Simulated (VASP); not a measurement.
Wanted: the native input for a VASP 6.6.1 run.

- Task: single point
- Functional: PBE
- Dispersion: D3(BJ)
- Potentials or basis: VASP PAW PBE potentials, release 64 (Na_pv, I)
- Cutoff: 520 eV
- k mesh: 6 × 6 × 4
- Occupations: gaussian, width 0.05 eV
- Spin: no spin polarisation
- Dipole correction: no
- Further INCAR settings: ALGO = Normal; EDIFF = 1e-06; NBANDS = 22

The structure of NaI lies in POSCAR:

```
NaI
1.0
    4.4776696146      0.0000000000      0.0000000000
    0.0000000000      4.1361850687      0.0000000000
    0.0000000000      0.0000000000      8.3099754336
Na I
2 2
Direct
    0.2500000000      0.5000000000      0.2750310000
    0.7500000000      0.5000000000      0.7249690000
    0.2500000000      0.0000000000      0.7424270000
    0.7500000000      0.0000000000      0.2575730000
```

This cell differs from its parent crystal: ratio of the length along z to the lengths across it x 1.1, volume and fractional coordinates fixed.

The input as run:

INCAR

```
SYSTEM = NaI
PREC = Accurate
ENCUT = 520
EDIFF = 1E-6
ISMEAR = 0
SIGMA = 0.05
LREAL = .FALSE.
LASPH = .TRUE.
NELM = 60
ALGO = Normal
ISIF = 2
LWAVE = .FALSE.
LCHARG = .FALSE.
GGA = PE
IVDW = 12
NBANDS = 22
```

KPOINTS

```
Automatic mesh
0
G
  6 6 4
  0 0 0
```

Potentials or basis: VASP PAW PBE potentials, release 64 (Na_pv, I).

The run is started by

```sh
$ cat potpaw_PBE.64/Na_pv/POTCAR potpaw_PBE.64/I/POTCAR > POTCAR
$ mpirun -np 1 vasp_std > vasp.out
```

It gave:

```json
{
  "Pressure": "0.3 GPa",
  "Largest force": "0.015 eV/Å",
  "Band gap on the k mesh": "3.15 eV (least direct gap 3.20 eV)",
  "Dispersion energy per atom": "-0.216 eV"
}
```

Caveat: spin-orbit coupling is left out, which moves the levels of the heavy elements.

Wall time 47 s on 1 thread of Intel(R) Xeon(R) 6975P-C (Granite Rapids), with other jobs on the host, peak memory 0.34 GiB.
